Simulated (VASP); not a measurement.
# BaTiO3 (P4mm) in VASP: further runs

BaTiO3 is run at these levels: PBE; tasks: single point.

Program: VASP 6.6.1. These are calculated values, not measurements. Logs are shortened: lines on timing, memory, paths and dates and some standing lists are left out, and cuts for length are marked.

## 1. The cell of the first run

It takes space group P4mm (No. 99, tetragonal). Conventional cell: a = 3.973 Å, b = 3.973 Å, c = 4.101 Å, α = 90.00°, β = 90.00°, γ = 90.00°. Ba (site symmetry 4mm) has 12 O at 2.79 to 2.92 Å and 8 Ti at 3.44 to 3.52 Å within 3.7 Å. Within 2.4 Å of Ti (site symmetry 4mm) lie 6 O at 1.83 to 2.27 Å. O (site symmetry 4mm) has 2 Ti at 1.83 to 2.27 Å within 2.4 Å. O (site symmetry 2mm) has 2 Ti at 1.99 Å within 2.6 Å.

## 2. Single point, PBE (12.95 Å³/atom)

INCAR reads:

```
SYSTEM = BaTiO3
PREC     = Accurate       ! precision mode
ENCUT    = 520            ! plane-wave cutoff, eV
EDIFF    = 1E-6           ! SCF threshold, eV
ISMEAR   = 0              ! smearing method
SIGMA    = 0.02           ! smearing width, eV
LREAL    = .False.        ! projectors in reciprocal space
LASPH    = .True.         ! aspherical terms in the spheres
NELM     = 80             ! most SCF steps
ALGO     = Normal         ! electronic algorithm
ISIF     = 2              ! what is computed and relaxed
LWAVE    = .False.        ! write WAVECAR
LCHARG   = .False.        ! write CHGCAR
GGA      = PE             ! functional
NBANDS   = 28             ! bands
```

KPOINTS reads:

```
regular mesh
0
Gamma
  8 8 8
  0 0 0
```

POSCAR reads:

```
BaTiO3
1.0
    3.9732147987      0.0000000000      0.0000000000
    0.0000000000      3.9732147987      0.0000000000
    0.0000000000      0.0000000000      4.1008973285
Ba Ti O
1 1 3
Direct
    0.0000000000      0.0000000000     -0.0042612143
    0.5000000000      0.5000000000      0.4787435930
    0.5000000000      0.5000000000      0.0320673316
    0.5000000000      0.0000000000      0.5182251449
    0.0000000000      0.5000000000      0.5182251449
```

Potentials or basis: VASP PAW PBE potentials, release 64 (Ba_sv, Ti_sv, O).

The run is started by

```sh
> cat potpaw_PBE.64/Ba_sv/POTCAR potpaw_PBE.64/Ti_sv/POTCAR potpaw_PBE.64/O/POTCAR > POTCAR
> mpirun -np 1 vasp_std > vasp.out
```

OUTCAR:

```text
SYSTEM = BaTiO3
   PREC = Accurate
   ENCUT = 520
   EDIFF = 1E-6
   ISMEAR = 0
   LREAL = .False.
   LASPH = .True.
   NELM = 80
   ISIF = 2
   GGA = PE

 ion  position               nearest neighbor table
   1  0.000  0.000  0.996-   4 2.79   5 2.79   5 2.79   4 2.79   3 2.81   3 2.81   3 2.81   3 2.81
                             4 2.92   5 2.92   5 2.92   4 2.92   2 3.44   2 3.44   2 3.44   2 3.44
   2  0.500  0.500  0.479-   3 1.83   4 1.99   5 1.99   4 1.99   5 1.99   3 2.27   1 3.44   1 3.44
                             1 3.44   1 3.44   1 3.52   1 3.52   1 3.52   1 3.52
   3  0.500  0.500  0.032-   2 1.83   2 2.27   1 2.81   1 2.81   1 2.81   1 2.81
   4  0.500  0.000  0.518-   2 1.99   2 1.99   1 2.79   1 2.79   1 2.92   1 2.92
   5  0.000  0.500  0.518-   2 1.99   2 1.99   1 2.79   1 2.79   1 2.92   1 2.92

  LATTYP: Found a simple tetragonal cell.
 ALAT       =     3.9732147987
 C/A-ratio  =     1.0321358236

  Lattice vectors:

 A1 = (   3.9732147987,   0.0000000000,   0.0000000000)
 A2 = (   0.0000000000,   3.9732147987,   0.0000000000)
 A3 = (   0.0000000000,   0.0000000000,   4.1008973285)

Analysis of symmetry for initial positions (statically):
=====================================================================
 Subroutine PRICEL returns:
 Original cell was already a primitive cell.

 Routine SETGRP: Setting up the symmetry group for a
 simple tetragonal supercell.

 Subroutine GETGRP returns: Found  8 space group operations
 (whereof  8 operations were pure point group operations)
 out of a pool of 16 trial point group operations.

The static configuration has the point symmetry C_4v.

Analysis of symmetry for dynamics (positions and initial velocities):
=====================================================================
 Subroutine PRICEL returns:
 Original cell was already a primitive cell.

 Routine SETGRP: Setting up the symmetry group for a
 simple tetragonal supercell.

 Subroutine GETGRP returns: Found  8 space group operations
 (whereof  8 operations were pure point group operations)
 out of a pool of 16 trial point group operations.

The dynamic configuration has the point symmetry C_4v.

 Subroutine INISYM returns: Found  8 space group operations
 (whereof  8 operations are pure point group operations),
 and found     1 'primitive' translations

----------------------------------------------------------------------------------------

                                     Primitive cell

  volume of cell :      64.7386

  direct lattice vectors                    reciprocal lattice vectors
     3.973214799  0.000000000  0.000000000     0.251685361  0.000000000  0.000000000
     0.000000000  3.973214799  0.000000000     0.000000000  0.251685361  0.000000000
     0.000000000  0.000000000  4.100897329     0.000000000  0.000000000  0.243849070

  length of vectors
     3.973214799  3.973214799  4.100897329     0.251685361  0.251685361  0.243849070

  position of ions in fractional coordinates (direct lattice)
     0.000000000  0.000000000  0.995738786
     0.500000000  0.500000000  0.478743593
     0.500000000  0.500000000  0.032067332
     0.500000000  0.000000000  0.518225145
     0.000000000  0.500000000  0.518225145

  ion indices of the primitive-cell ions
   primitive index   ion index
                 1           1
                 2           2
                 3           3
                 4           4
                 5           5

----------------------------------------------------------------------------------------

 KPOINTS: regular mesh

Automatic generation of k-mesh.
 Grid dimensions read from file:
 generate k-points for:    8    8    8

 Generating k-lattice:

  Cartesian coordinates                     Fractional coordinates (reciprocal lattice)
     0.031460670  0.000000000  0.000000000     0.125000000  0.000000000  0.000000000
     0.000000000  0.031460670  0.000000000     0.000000000  0.125000000  0.000000000
     0.000000000  0.000000000  0.030481134     0.000000000  0.000000000  0.125000000

  Length of vectors
     0.031460670  0.031460670  0.030481134

  Shift w.r.t. Gamma in fractional coordinates (k-lattice)
     0.000000000  0.000000000  0.000000000

 Subroutine IBZKPT returns following result:
 ===========================================

 Found     75 irreducible k-points:

 Following reciprocal coordinates:
            Coordinates               Weight
  0.000000  0.000000  0.000000      1.000000
  0.125000  0.000000  0.000000      4.000000
  0.250000  0.000000  0.000000      4.000000
  0.375000  0.000000  0.000000      4.000000
  0.500000  0.000000  0.000000      2.000000
  0.125000  0.125000  0.000000      4.000000
[... 16 lines left out ...]
  0.375000  0.125000  0.125000     16.000000
  0.500000  0.125000  0.125000      8.000000
 [... further k-points ...]
   k-points           NKPTS =     75   k-points in BZ     NKDIM =     75   number of bands    NBANDS=     28
   number of dos      NEDOS =    301   number of ions     NIONS =      5
   total plane-waves  NPLWV =  27000
   dimension x,y,z NGX =    30 NGY =   30 NGZ =   30
   dimension x,y,z NGXF=    60 NGYF=   60 NGZF=   60
   ions per type =               1   1   3
   NGX,Y,Z   is equivalent  to a cutoff of  12.55, 12.55, 12.16 a.u.
   NGXF,Y,Z  is equivalent  to a cutoff of  25.11, 25.11, 24.32 a.u.
 SYSTEM =  BaTiO3
   PREC   = accura    normal or accurate (medium, high low for compatibility)
   ISTART =      0    job   : 0-new  1-cont  2-samecut
   ICHARG =      2    charge: 1-file 2-atom 10-const
   ISPIN  =      1    spin polarized calculation?
   LNONCOLLINEAR =      F non collinear calculations
   LSORBIT =      F    spin-orbit coupling
   LASPH  =      T    aspherical Exc in radial PAW
   ENCUT  =  520.0 eV  38.22 Ry    6.18 a.u.   7.39  7.39  7.62*2*pi/ulx,y,z
   NELM   =     80;   NELMIN=  2; NELMDL= -5     # of ELM steps
   EDIFF  = 0.1E-05   stopping-criterion for ELM
   LREAL  =      F    real-space projection
   EDIFFG = 0.1E-04   stopping-criterion for IOM
   NSW    =      0    number of steps for IOM
   IBRION =     -1    ionic relax: 0-MD 1-quasi-New 2-CG
   NFREE  =      0    steps in history (QN), initial steepest desc. (CG)
   ISIF   =      2    stress and relaxation
   ISYM   =      2    0-nonsym 1-usesym 2-fastsym
   POTIM  = 0.5000    time-step for ionic-motion
   TEBEG  =    0.0;   TEEND  =   0.0 temperature during run
   PSTRESS=    0.0 pullay stress
   NELECT =      40.0000    total number of electrons
   NUPDOWN=      -1.0000    fix difference up-down
   EMIN   =  10.00;   EMAX   =-10.00  energy-range for DOS
   EFERMI =   0.00;   METHOD = LEGACY
   ISMEAR =     0;   SIGMA  =   0.02  broadening in eV -4-tet -1-fermi 0-gaus
   EFERMI_NEDOS =   21; number of points for ismear=-14 and -15
   IALGO  =     38    algorithm
   IMIX   =      4    mixing-type and parameters
     AMIX     =   0.40;   BMIX     =  1.00
     AMIX_MAG =   1.60;   BMIX_MAG =  1.00
  volume/ion in A,a.u.               =      12.95        87.38
  Fermi-wavevector in a.u.,A,eV,Ry     =   1.394357  2.634952 26.452857  1.944230
  Thomas-Fermi vector in A             =   2.517914
   LORBIT       =      0    0 simple, 1 ext, 2 COOP (PROOUT), +10 PAW based schemes
   GGA     = PE    functional components
   LHFCALC =     F    Hartree Fock is set to
   AEXX    =    0.0000 exact exchange contribution
   IVDW    =     0    specifies the selected vdW correction
   LEPSILON=     F    determine dielectric tensor
   LRPA    =     F    only Hartree local field effects (RPA)
 non-spin polarized calculation
 Gauss-broadening in eV      SIGMA  =   0.02
  energy-cutoff  :      520.00
  volume of cell :       64.74
 maximum number of plane-waves:      1779
 NGX is ok and might be reduce to    30
   NGX = 15   NGY = 15   NGZ = 15

 number of electron      39.9999984 magnetization

 Free energy of the ion-electron system (eV)
  ---------------------------------------------------
  ext. energy  EPLUGINS =         0.00000000
  ---------------------------------------------------
  free energy    TOTEN  =       -40.00530230 eV

  energy without entropy =      -40.00530230  energy(sigma->0) =      -40.00530230

 E-fermi :   4.0403     XC(G=0): -11.1933

 val. band max:        3.8992817789   @ k =   0.5000   0.5000   0.5000
 cond. band min:       5.7042703200   @ k =   0.0000   0.0000   0.0000
 fundamental gap:      1.8049885410
 Fermi energy:         4.0402969206

 k-point     1 :       0.0000    0.0000    0.0000
  band No.  band energies     occupation
      1     -52.6774      2.00000
      2     -28.9813      2.00000
      3     -28.8880      2.00000
      4     -28.8880      2.00000
      5     -21.1152      2.00000
      6     -13.1094      2.00000
[... 20 lines left out ...]
     27       8.9722      0.00000
     28      10.9809      0.00000

 k-point     2 :       0.1250    0.0000    0.0000
  band No.  band energies     occupation
      1     -52.6772      2.00000
      2     -28.9810      2.00000
      3     -28.8964      2.00000
      4     -28.8877      2.00000
      5     -21.0976      2.00000
      6     -13.1174      2.00000
[... 20 lines left out ...]
     27       9.2730      0.00000
     28      11.3590      0.00000

 k-point     3 :       0.2500    0.0000    0.0000
  band No.  band energies     occupation
      1     -52.6768      2.00000
      2     -28.9802      2.00000
      3     -28.9166      2.00000
      4     -28.8869      2.00000
      5     -21.0548      2.00000
      6     -13.1821      2.00000
[... 20 lines left out ...]
     27      10.0219      0.00000
     28      12.0603      0.00000

 k-point     4 :       0.3750    0.0000    0.0000
  band No.  band energies     occupation
      1     -52.6764      2.00000
      2     -28.9793      2.00000
      3     -28.9367      2.00000
      4     -28.8861      2.00000
      5     -21.0111      2.00000
      6     -13.2868      2.00000
[... 578 lines left out ...]
     27      10.4165      0.00000
     28      11.9958      0.00000

 k-point    23 :       0.3750    0.1250    0.1250
  band No.  band energies     occupation
      1     -52.6761      2.00000
      2     -28.9847      2.00000
      3     -28.9358      2.00000
      4     -28.8941      2.00000
      5     -20.9897      2.00000
      6     -13.1654      2.00000
[... 20 lines left out ...]
     27      11.2846      0.00000
     28      12.3395      0.00000

 k-point    24 :       0.5000    0.1250    0.1250
  band No.  band energies     occupation
      1     -52.6759      2.00000
      2     -28.9843      2.00000
      3     -28.9440      2.00000
      4     -28.8938      2.00000
      5     -20.9730      2.00000
      6     -13.2002      2.00000
[... 20 lines left out ...]
     27      11.6689      0.00000
     28      12.4896      0.00000

 [... further k-points ...]

------------------------ aborting loop because EDIFF is reached ----------------------------------------

  FORCE on cell =-STRESS in cart. coord.  units (eV):
  Direction    XX          YY          ZZ          XY          YZ          ZX
  --------------------------------------------------------------------------------------
  -------------------------------------------------------------------------------------
  Total        1.9931355      1.9931355      1.9616078      0.0000000     -0.0000000      0.0000000
  in kB       49.3269686     49.3269686     48.5467063      0.0000000     -0.0000000      0.0000000
  external PRESSURE =      49.0668812 kB  Pullay stress =       0.0000000 kB

 VOLUME and BASIS-vectors are now :
 -----------------------------------------------------------------------------
  energy-cutoff  :      520.00
  volume of cell :       64.74
      direct lattice vectors                 reciprocal lattice vectors
     3.973214799  0.000000000  0.000000000     0.251685361  0.000000000  0.000000000
     0.000000000  3.973214799  0.000000000     0.000000000  0.251685361  0.000000000
     0.000000000  0.000000000  4.100897329     0.000000000  0.000000000  0.243849070

 POSITION                                       TOTAL-FORCE (eV/Angst)
 -----------------------------------------------------------------------------------
      0.00000      0.00000      4.08342        -0.000000      0.000000      0.037160
      1.98661      1.98661      1.96328         0.000000     -0.000000      0.069596
      1.98661      1.98661      0.13150         0.000000      0.000000     -0.069772
      1.98661      0.00000      2.12519         0.000000      0.000000     -0.018492
      0.00000      1.98661      2.12519        -0.000000     -0.000000     -0.018492
 -----------------------------------------------------------------------------------
    total drift:                                0.000000      0.000000      0.000327

  FREE ENERGIE OF THE ION-ELECTRON SYSTEM (eV)
  ---------------------------------------------------
  free  energy   TOTEN  =       -40.0053022977 eV

  energy  without entropy=      -40.0053022977  energy(sigma->0) =      -40.00530230
```

Wall time 2.5 min (1 thread of Intel Xeon Platinum 8488C (Sapphire Rapids), shared host); peak memory 0.27 GiB.

What came out:

```yaml
Free_energy: -40.0053 eV
Pressure: 4.9 GPa
Largest_force: 0.070 eV/Å
Band_gap_on_the_k_mesh: 1.80 eV (least direct gap 2.28 eV)
```

Forces in eV/Å, atoms in the order of the input:
```
Ba   0.000  0.000  0.037
Ti   0.000  0.000  0.070
O    0.000  0.000 -0.070
O    0.000  0.000 -0.018
O    0.000  0.000 -0.018
```

Caveat: the cell stands under pressure; spin-orbit coupling is left out, which moves the levels of the heavy elements.

## 3. Single point, PBE

This run uses another cell than the first one, of 13.35 Å³/atom.

INCAR reads:

```
SYSTEM = BaTiO3
PREC = Accurate
ENCUT = 520
EDIFF = 1E-7
ISMEAR = 0
SIGMA = 0.02
LREAL = .FALSE.
LASPH = .TRUE.
NELM = 100
ALGO = Normal
ISIF = 2
LWAVE = .FALSE.
LCHARG = .FALSE.
GGA = PE
NBANDS = 28
```

KPOINTS reads:

```
Automatic mesh
0
G
  8 8 8
  0 0 0
```

POSCAR reads:

```
BaTiO3
1.0
    3.9852569514      0.0000000000      0.0000000000
    0.0000000000      3.9852569514      0.0000000000
    0.0000000000      0.0000000000      4.2022181556
Ba Ti O
1 1 3
Direct
    0.0000000000      0.0000000000     -0.0106980007
    0.5000000000      0.5000000000      0.4720516320
    0.5000000000      0.5000000000      0.0408797620
    0.5000000000      0.0000000000      0.5203833034
    0.0000000000      0.5000000000      0.5203833034
```

Potentials or basis: VASP PAW PBE potentials, release 64 (Ba_sv, Ti_sv, O).

The run is started by

```sh
> cat potpaw_PBE.64/Ba_sv/POTCAR potpaw_PBE.64/Ti_sv/POTCAR potpaw_PBE.64/O/POTCAR > POTCAR
> mpirun -np 1 vasp_std > vasp.out
```

Run time: 2.9 min. Hardware: 1 thread of Intel Xeon Platinum 8488C (Sapphire Rapids), shared host; peak memory 0.27 GiB.

Results (log left out):

| Item | Value |
| --- | --- |
| Free energy | -40.0404 eV |
| Pressure | 1.6 GPa |
| Largest force | 0.083 eV/Å |
| Band gap on the k mesh | 1.79 eV (least direct gap 2.36 eV) |

Forces on the atoms (eV/Å):
```
Ba   0.000  0.000  0.048
Ti   0.000  0.000  0.083
O    0.000  0.000 -0.081
O    0.000  0.000 -0.025
O    0.000  0.000 -0.025
```

Levels at points of the mesh, in eV from the valence-band top:
```
           k point  band 17  band 18  band 19  band 20  band 21  band 22  band 23  band 24
(0.00, 0.00, 0.00)    -1.33    -0.94    -0.57    -0.57     1.79     2.44     2.44     4.00
(0.50, 0.00, 0.00)    -1.97    -1.72    -1.59    -1.35     2.51     3.42     3.52     4.08
(0.50, 0.50, 0.00)    -2.05    -1.17    -1.17    -0.06     3.56     3.56     3.90     4.08
(0.00, 0.00, 0.50)    -2.07    -2.00    -0.74    -0.74     1.91     3.43     3.43     4.01
(0.50, 0.00, 0.50)    -1.86    -1.18    -1.10    -0.53     3.45     3.47     3.70     4.77
(0.50, 0.50, 0.50)    -2.64    -0.46    -0.46     0.00     3.95     3.95     4.06     5.93
```

Caveat: spin-orbit coupling is left out, which moves the levels of the heavy elements. A k mesh can miss the band edges.

## 4. Single point, PBE

This run uses another cell than the first one, of 13.35 Å³/atom.

INCAR reads:

```
  PREC = Accurate
  ENCUT = 520
  EDIFF = 1E-6
  ISMEAR = 0
  SIGMA = 0.02
  LREAL = False
  LASPH = True
  NELM = 80
  ALGO = Normal
  ISIF = 2
  LWAVE = False
  LCHARG = False
  GGA = PE
  NBANDS = 28
```

KPOINTS reads:

```
Automatic mesh
0
Gamma
  8 8 8
```

POSCAR is that of step 3.

The run is started by

```sh
> cat potpaw_PBE.64/Ba_sv/POTCAR potpaw_PBE.64/Ti_sv/POTCAR potpaw_PBE.64/O/POTCAR > POTCAR
> mpirun -np 1 vasp_std > vasp.out
```

It took 2.3 min on 1 thread of Intel Xeon Platinum 8488C (Sapphire Rapids), shared host; peak memory 0.27 GiB.

It converged, with:

```yaml
Free_energy: -40.0404 eV
Pressure: 1.6 GPa
Largest_force: 0.083 eV/Å
Band_gap_on_the_k_mesh: 1.79 eV (least direct gap 2.36 eV)
```

Forces in eV/Å, atoms in the order of the input:
```
Ba   0.000  0.000  0.048
Ti   0.000  0.000  0.083
O    0.000  0.000 -0.081
O    0.000  0.000 -0.025
O    0.000  0.000 -0.025
```

Levels at points of the mesh, in eV from the valence-band top:
```
           k point  band 17  band 18  band 19  band 20  band 21  band 22  band 23  band 24
(0.00, 0.00, 0.00)    -1.33    -0.94    -0.57    -0.57     1.79     2.44     2.44     4.00
(0.50, 0.00, 0.00)    -1.97    -1.72    -1.59    -1.35     2.51     3.42     3.52     4.07
(0.50, 0.50, 0.00)    -2.05    -1.17    -1.17    -0.06     3.56     3.56     3.90     4.08
(0.00, 0.00, 0.50)    -2.07    -2.00    -0.74    -0.74     1.91     3.43     3.43     4.00
(0.50, 0.00, 0.50)    -1.86    -1.18    -1.10    -0.53     3.44     3.47     3.70     4.77
(0.50, 0.50, 0.50)    -2.64    -0.46    -0.46     0.00     3.94     3.94     4.06     5.93
```

Caveat: spin-orbit coupling is left out, which moves the levels of the heavy elements.

(Continued in part 2 of 2.)
